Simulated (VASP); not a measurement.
# TiTl2H4 (I4/mmm) in VASP: relaxation of cell and atoms with PBE

Aim: the relaxation of cell and atoms of TiTl2H4 with PBE.

Everything below comes from runs of VASP 6.6.1. Logs are shortened: lines on timing, memory, paths and dates and some standing lists are left out, and cuts for length are marked.

## (1) The cell of the first run

Symmetry: I4/mmm, No. 139, tetragonal system. Conventional cell: a = 5.217 Å, b = 5.217 Å, c = 7.352 Å, α = 90.00°, β = 90.00°, γ = 90.00°. Within 2.4 Å of Ti (site symmetry 4/mmm) lie 4 H at 1.83 Å. Within 3.4 Å of Tl (site symmetry -4m2) lie 8 H at 2.60 Å and 4 Ti at 3.19 Å. Within 2.4 Å of H (site symmetry m2m) lie 1 Ti at 1.83 Å.

## (2) Relaxation of cell and atoms, PBE

INCAR reads:

```
SYSTEM = TiTl2H4
PREC     = Accurate       ! precision mode
ENCUT    = 1230           ! plane-wave cutoff, eV
EDIFF    = 1E-7           ! SCF threshold, eV
ISMEAR   = 0              ! smearing method
SIGMA    = 0.1            ! smearing width, eV
LREAL    = .FALSE.        ! projectors in reciprocal space
LASPH    = .TRUE.         ! aspherical terms in the spheres
NELM     = 120            ! most SCF steps
ALGO     = Normal         ! electronic algorithm
ISIF     = 3              ! what is computed and relaxed
LWAVE    = .FALSE.        ! write WAVECAR
LCHARG   = .FALSE.        ! write CHGCAR
GGA      = PE             ! functional
IBRION   = 2              ! ionic algorithm
NSW      = 90             ! ionic steps
EDIFFG   = -0.04          ! ionic threshold
GGA_COMPAT= .FALSE.      
NELMIN   = 4
```

KPOINTS reads:

```
regular mesh
0
G
  6 6 6
  0 0 0
```

POSCAR reads:

```
TiTl2H4
1.0
   -2.6086031336      2.6086031336      3.6761389347
    2.6086031336     -2.6086031336      3.6761389347
    2.6086031336      2.6086031336     -3.6761389347
Ti Tl H
1 2 4
Direct
    0.0000000000      0.0000000000      0.0000000000
    0.7500000000      0.2500000000      0.5000000000
    0.2500000000      0.7500000000      0.5000000000
    0.2485875902      0.2485875902      0.4971751804
    0.2485875902      0.7514124098      0.0000000000
    0.7514124098      0.7514124098      0.5028248196
    0.7514124098      0.2485875902      0.0000000000
```

Potentials or basis: VASP PAW PBE potentials, release 64 (Ti_sv, Tl_d, H_h).

Command:

```
> cat potpaw_PBE.64/Ti_sv/POTCAR potpaw_PBE.64/Tl_d/POTCAR potpaw_PBE.64/H_h/POTCAR > POTCAR
> mpirun -np 1 vasp_std > vasp.out
```

OUTCAR:

```text
SYSTEM = TiTl2H4
   PREC = Accurate
   ENCUT = 1230
   EDIFF = 1E-7
   ISMEAR = 0
   LREAL = .FALSE.
   LASPH = .TRUE.
   NELM = 120
   ISIF = 3
   GGA = PE
   IBRION = 2
   NSW = 90
   EDIFFG = -0.04
   NELMIN = 4

 ion  position               nearest neighbor table
   1  0.000  0.000  0.000-   4 1.83   6 1.83   5 1.83   7 1.83   2 3.19   3 3.19   2 3.19   3 3.19
                             2 3.19   3 3.19   2 3.19   3 3.19
   2  0.750  0.250  0.500-   1 3.19   1 3.19   1 3.19   1 3.19   3 3.68   3 3.68   3 3.69   3 3.69
                             3 3.69   3 3.69
   3  0.250  0.750  0.500-   1 3.19   1 3.19   1 3.19   1 3.19   2 3.68   2 3.68   2 3.69   2 3.69
                             2 3.69   2 3.69
   4  0.249  0.249  0.497-   1 1.83
   5  0.249  0.751  0.000-   1 1.83
   6  0.751  0.751  0.503-   1 1.83
   7  0.751  0.249  0.000-   1 1.83

  LATTYP: Found a body centered tetragonal cell.
 ALAT       =     5.2172062672
 C/A-ratio  =     1.4092365708

  Lattice vectors:

 A1 = (  -2.6086031336,   2.6086031336,   3.6761389347)
 A2 = (   2.6086031336,  -2.6086031336,   3.6761389347)
 A3 = (   2.6086031336,   2.6086031336,  -3.6761389347)

Analysis of symmetry for initial positions (statically):
=====================================================================
 Subroutine PRICEL returns:
 Original cell was already a primitive cell.

 Routine SETGRP: Setting up the symmetry group for a
 body centered tetragonal supercell.

 Subroutine GETGRP returns: Found 16 space group operations
 (whereof 16 operations were pure point group operations)
 out of a pool of 16 trial point group operations.

The static configuration has the point symmetry D_4h.

Analysis of symmetry for dynamics (positions and initial velocities):
=====================================================================
 Subroutine PRICEL returns:
 Original cell was already a primitive cell.

 Routine SETGRP: Setting up the symmetry group for a
 body centered tetragonal supercell.

 Subroutine GETGRP returns: Found 16 space group operations
 (whereof 16 operations were pure point group operations)
 out of a pool of 16 trial point group operations.

The dynamic configuration has the point symmetry D_4h.

 Subroutine INISYM returns: Found 16 space group operations
 (whereof 16 operations are pure point group operations),
 and found     1 'primitive' translations

----------------------------------------------------------------------------------------

                                     Primitive cell

  volume of cell :     100.0617

  direct lattice vectors                    reciprocal lattice vectors
    -2.608603134  2.608603134  3.676138935     0.000000000  0.191673464  0.136012270
     2.608603134 -2.608603134  3.676138935     0.191673464  0.000000000  0.136012270
     2.608603134  2.608603134 -3.676138935     0.191673464  0.191673464  0.000000000

  length of vectors
     5.208033994  5.208033994  5.208033994     0.235027774  0.235027774  0.271067213

  position of ions in fractional coordinates (direct lattice)
     0.000000000  0.000000000  0.000000000
     0.750000000  0.250000000  0.500000000
     0.250000000  0.750000000  0.500000000
     0.248587590  0.248587590  0.497175180
     0.248587590  0.751412410  0.000000000
     0.751412410  0.751412410  0.502824820
     0.751412410  0.248587590  0.000000000

  ion indices of the primitive-cell ions
   primitive index   ion index
                 1           1
                 2           2
                 3           3
                 4           4
                 5           5
                 6           6
                 7           7

----------------------------------------------------------------------------------------

 KPOINTS: regular mesh

Automatic generation of k-mesh.
 Grid dimensions read from file:
 generate k-points for:    6    6    6

 Generating k-lattice:

  Cartesian coordinates                     Fractional coordinates (reciprocal lattice)
     0.000000000  0.031945577  0.022668712     0.166666667  0.000000000 -0.000000000
     0.031945577  0.000000000  0.022668712     0.000000000  0.166666667 -0.000000000
     0.031945577  0.031945577  0.000000000     0.000000000  0.000000000  0.166666667

  Length of vectors
     0.039171296  0.039171296  0.045177869

  Shift w.r.t. Gamma in fractional coordinates (k-lattice)
     0.000000000  0.000000000  0.000000000

 Subroutine IBZKPT returns following result:
 ===========================================

 Found     30 irreducible k-points:

 Following reciprocal coordinates:
            Coordinates               Weight
  0.000000  0.000000  0.000000      1.000000
  0.166667 -0.000000  0.000000      8.000000
  0.333333 -0.000000  0.000000      8.000000
  0.500000  0.000000 -0.000000      4.000000
  0.166667  0.166667  0.000000      8.000000
  0.333333  0.166667  0.000000     16.000000
[... 16 lines left out ...]
 -0.333333 -0.333333  0.166667      8.000000
 -0.166667 -0.333333  0.166667      8.000000
 [... further k-points ...]
   k-points           NKPTS =     30   k-points in BZ     NKDIM =     30   number of bands    NBANDS=     25
   number of dos      NEDOS =    301   number of ions     NIONS =      7
   total plane-waves  NPLWV = 216000
   dimension x,y,z NGX =    60 NGY =   60 NGZ =   60
   dimension x,y,z NGXF=   120 NGYF=  120 NGZF=  120
   ions per type =               1   2   4
   NGX,Y,Z   is equivalent  to a cutoff of  19.15, 19.15, 19.15 a.u.
   NGXF,Y,Z  is equivalent  to a cutoff of  38.31, 38.31, 38.31 a.u.
 SYSTEM =  TiTl2H4
   PREC   = accura    normal or accurate (medium, high low for compatibility)
   ISTART =      0    job   : 0-new  1-cont  2-samecut
   ICHARG =      2    charge: 1-file 2-atom 10-const
   ISPIN  =      1    spin polarized calculation?
   LNONCOLLINEAR =      F non collinear calculations
   LSORBIT =      F    spin-orbit coupling
   LASPH  =      T    aspherical Exc in radial PAW
   ENCUT  = 1230.0 eV  90.40 Ry    9.51 a.u.  14.89 14.89 14.89*2*pi/ulx,y,z
   NELM   =    120;   NELMIN=  4; NELMDL= -5     # of ELM steps
   EDIFF  = 0.1E-06   stopping-criterion for ELM
   LREAL  =      F    real-space projection
   EDIFFG = -.4E-01   stopping-criterion for IOM
   NSW    =     90    number of steps for IOM
   IBRION =      2    ionic relax: 0-MD 1-quasi-New 2-CG
   NFREE  =      1    steps in history (QN), initial steepest desc. (CG)
   ISIF   =      3    stress and relaxation
   ISYM   =      2    0-nonsym 1-usesym 2-fastsym
   POTIM  = 0.5000    time-step for ionic-motion
   TEBEG  =    0.0;   TEEND  =   0.0 temperature during run
   PSTRESS=    0.0 pullay stress
   NELECT =      42.0000    total number of electrons
   NUPDOWN=      -1.0000    fix difference up-down
   EMIN   =  10.00;   EMAX   =-10.00  energy-range for DOS
   EFERMI =   0.00;   METHOD = LEGACY
   ISMEAR =     0;   SIGMA  =   0.10  broadening in eV -4-tet -1-fermi 0-gaus
   EFERMI_NEDOS =   21; number of points for ismear=-14 and -15
   IALGO  =     38    algorithm
   IMIX   =      4    mixing-type and parameters
     AMIX     =   0.40;   BMIX     =  1.00
     AMIX_MAG =   1.60;   BMIX_MAG =  1.00
  volume/ion in A,a.u.               =      14.29        96.46
  Fermi-wavevector in a.u.,A,eV,Ry     =   1.225750  2.316332 20.442256  1.502463
  Thomas-Fermi vector in A             =   2.360776
   LORBIT       =      0    0 simple, 1 ext, 2 COOP (PROOUT), +10 PAW based schemes
   GGA     = PE    functional components
   LHFCALC =     F    Hartree Fock is set to
   AEXX    =    0.0000 exact exchange contribution
   IVDW    =     0    specifies the selected vdW correction
   LEPSILON=     F    determine dielectric tensor
   LRPA    =     F    only Hartree local field effects (RPA)
 conjugate gradient relaxation of ions
 non-spin polarized calculation
 Gauss-broadening in eV      SIGMA  =   0.10
  energy-cutoff  :     1230.00
  volume of cell :      100.06
 maximum number of plane-waves:      9825
   NGX = 29   NGY = 29   NGZ = 29

--------------------------------------- Ionic step        1  -------------------------------------------

 number of electron      42.0000002 magnetization

 Free energy of the ion-electron system (eV)
  ---------------------------------------------------
  ext. energy  EPLUGINS =         0.00000000
  ---------------------------------------------------
  free energy    TOTEN  =       -23.10441252 eV

  energy without entropy =      -23.07569307  energy(sigma->0) =      -23.09005280

------------------------ aborting loop because EDIFF is reached ----------------------------------------

  FORCE on cell =-STRESS in cart. coord.  units (eV):
  Direction    XX          YY          ZZ          XY          YZ          ZX
  --------------------------------------------------------------------------------------
  -------------------------------------------------------------------------------------
  Total       -0.2654575     -0.2654575      0.5751958      0.0000000     -0.0000000      0.0000000
  in kB       -4.2504760     -4.2504760      9.2099736      0.0000000     -0.0000000      0.0000000
  external PRESSURE =       0.2363405 kB  Pullay stress =       0.0000000 kB
[... 231 lines left out ...]
  energy  without entropy=      -23.0841235188  energy(sigma->0) =      -23.09928638

--------------------------------------- Ionic step        7  -------------------------------------------

 number of electron      42.0000002 magnetization

 Free energy of the ion-electron system (eV)
  ---------------------------------------------------
  ext. energy  EPLUGINS =         0.00000000
  ---------------------------------------------------
  free energy    TOTEN  =       -23.11526177 eV

  energy without entropy =      -23.08503228  energy(sigma->0) =      -23.10014702

 E-fermi :   4.4942     XC(G=0):  -9.6674

 val. band max:        4.4862159351   @ k =   0.3333   0.1667   0.1667
 cond. band min:       4.5057447553   @ k =  -0.3333   0.3333   0.1667
 fundamental gap:      0.0195288202
 Fermi energy:         4.4942356679

 k-point     1 :       0.0000    0.0000    0.0000
  band No.  band energies     occupation
      1     -52.7100      2.00000
      2     -29.0979      2.00000
      3     -28.9172      2.00000
      4     -28.9172      2.00000
      5      -6.8802      2.00000
      6      -6.7807      2.00000
[... 661 lines left out ...]
     24       5.5591      0.00000
     25       8.0635      0.00000

 [... further k-points ...]
[... 5 lines left out ...]
  --------------------------------------------------------------------------------------
  -------------------------------------------------------------------------------------
  Total       -0.1103027     -0.1103027     -0.0889576      0.0000000     -0.0000000      0.0000000
  in kB       -1.7474164     -1.7474164     -1.4092671      0.0000000     -0.0000000      0.0000000
  external PRESSURE =      -1.6347000 kB  Pullay stress =       0.0000000 kB
[... 22 lines left out ...]
  FREE ENERGIE OF THE ION-ELECTRON SYSTEM (eV)
  ---------------------------------------------------
  free  energy   TOTEN  =       -23.1152617651 eV

  energy  without entropy=      -23.0850322762  energy(sigma->0) =      -23.10014702

 reached required accuracy - stopping structural energy minimisation
```

It took 18 min on 1 thread of Intel Xeon 6975P-C (Granite Rapids), shared host; peak memory 0.75 GiB.

Results:

* Free energy: -23.1153 eV
* Relaxed volume: 14.45 Å³/atom
* Relaxed cell: a = 5.262 Å, b = 5.262 Å, c = 5.262 Å, α = 121.16°, β = 121.16°, γ = 88.01°
* Space group after relaxing (to 0.1 Å): I4/mmm (No. 139)
* Energy gained by relaxing: 1.5 meV/atom
* Ionic steps: 7
* Pressure after relaxing: -0.2 GPa
* Largest force after relaxing: 0.033 eV/Å
* Band gap on the k mesh: zero (bands 21 and 22 overlap by 1.52 eV)

Forces on the atoms (eV/Å):
```
Ti   0.000  0.000  0.000
Tl   0.000  0.000  0.000
Tl   0.000  0.000  0.000
H    0.024  0.024  0.000
H   -0.024  0.024  0.000
H   -0.024 -0.024  0.000
H    0.024 -0.024  0.000
```

The path:
```tsv
step	energy change (eV)	largest force (eV/Å)	pressure (GPa)	volume (Å³)
1	0.0000	0.0379	0.02	100.06
2	-0.0031	0.0051	0.10	100.09
3	-0.0067	0.0987	0.36	100.17
4	-0.0089	0.0772	0.14	100.68
5	-0.0100	0.0544	-0.10	101.23
6	-0.0100	0.0485	-0.17	101.37
7	-0.0108	0.0333	-0.16	101.13
```

Final structure:
```
Ti Tl H
1.0
    -2.58468    2.58468    3.78467
     2.58468   -2.58468    3.78467
     2.58468    2.58468   -3.78467
Ti Tl H
1 2 4
Direct
  0.00000 0.00000 0.00000
  0.75000 0.25000 0.50000
  0.25000 0.75000 0.50000
  0.24911 0.24911 0.49822
  0.24911 0.75089 0.00000
  0.75089 0.75089 0.50178
  0.75089 0.24911 0.00000
```

Levels at points of the mesh, in eV from the Fermi level:
```tsv
k point	band 18	band 19	band 20	band 21	band 22	band 23	band 24	band 25
(0.00, 0.00, 0.00)	-1.74	-1.74	-1.04	-0.97	-0.97	-0.96	2.68	3.03
(0.50, 0.00, 0.00)	-2.73	-1.99	-1.75	-0.32	0.08	0.48	1.31	1.83
(0.50, 0.50, 0.00)	-3.87	-3.43	-1.02	-0.33	0.43	0.61	1.07	1.66
(0.50, 0.50, 0.50)	-3.76	-3.76	-2.82	0.55	0.55	0.62	1.77	3.49
```

Caveat: spin-orbit coupling is left out, which moves the levels of the heavy elements.
